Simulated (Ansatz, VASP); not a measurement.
# One calculation of Cu, two programs

Contents of INCAR:

```
SYSTEM = Cu
  PREC = Accurate
  ENCUT = 520
  EDIFF = 1E-7
  ISMEAR = -1
  SIGMA = 0.1
  LREAL = .FALSE.
  LASPH = .TRUE.
  NELM = 80
  ALGO = Normal
  ISIF = 2
  LWAVE = .FALSE.
  LCHARG = .FALSE.
  GGA = B5
  ALDAX = 1.0
  AGGAX = 1.0
  AGGAC = 1.0
  ALDAC = 0.0
  NBANDS = 30
```

KPOINTS

```
Automatic mesh
0
G
  15 15 4
  0 0 0
```

The input POSCAR:

```
Cu
1.0
    2.6881362052      0.0000000000      0.0000000000
   -1.3440681026      2.3279942426      0.0000000000
    0.0000000000      0.0000000000      8.7717350699
Cu
4
Direct
    0.0000000000      1.0000000000      0.0000000000
    0.0000000000      0.0000000000      0.5000000000
    0.3333333333      0.6666666667      0.2500000000
    0.6666666667      0.3333333333      0.7500000000
```

Input for Ansatz:

```yaml
crystal:
  lattice:
    - [2.6881362052, 0.0, 0.0]
    - [-1.3440681026, 2.3279942426, 0.0]
    - [0.0, 0.0, 8.7717350699]
  atoms:
    - { symbol: Cu, position: [0.0, 1.0, 0.0] }
    - { symbol: Cu, position: [0.0, 0.0, 0.5] }
    - { symbol: Cu, position: [0.3333333333, 0.6666666667, 0.25] }
    - { symbol: Cu, position: [0.6666666667, 0.3333333333, 0.75] }
hamiltonian:
  xc: blyp
  pseudopotentials:
    kind: paw
    azcp:
      Cu: "pseudopotentials/Cu.paw.azcp"
basis:
  ecutwfc: 420
  fft_grid_basis: typed
kpoints:
  mp_grid: { grid: [15, 15, 4], shift: [0, 0, 0] }
magnetization:
  spin_polarized: false
scf:
  occupations: { method: fermi_dirac, width: 0.1 }
  lower_state_search: "off"
output:
  stress: true
```

Alike in both runs: task single point; functional BLYP; k mesh 15 × 15 × 4; occupations fermi-dirac, width 0.1 eV; no spin polarisation.

|  | VASP | Ansatz |
| --- | --- | --- |
| version | VASP 6.6.1 | Ansatz 0.2.0 |
| potentials or method | VASP PAW PBE potentials, release 64 (Cu), cutoff 520 eV | plane waves (420 eV) with PAW, scalar-relativistic |
| valence electrons in the cell | 44 | 76 |

|  | VASP | Ansatz | Ansatz less VASP |
| --- | --- | --- | --- |
| pressure (GPa) | -6.7 | -7.3 | -0.60 |
| traceless stress, the component that is largest in VASP (GPa) | 0.68 | 0.70 | +0.019 |

VASP's potentials were made for PBE, not for BLYP. The functional is the same, so the differences come from potentials, cutoffs and numerics. VASP's potentials hold 44 valence electrons a cell and Ansatz's 76, so a difference there can come from the potentials and not from the codes.
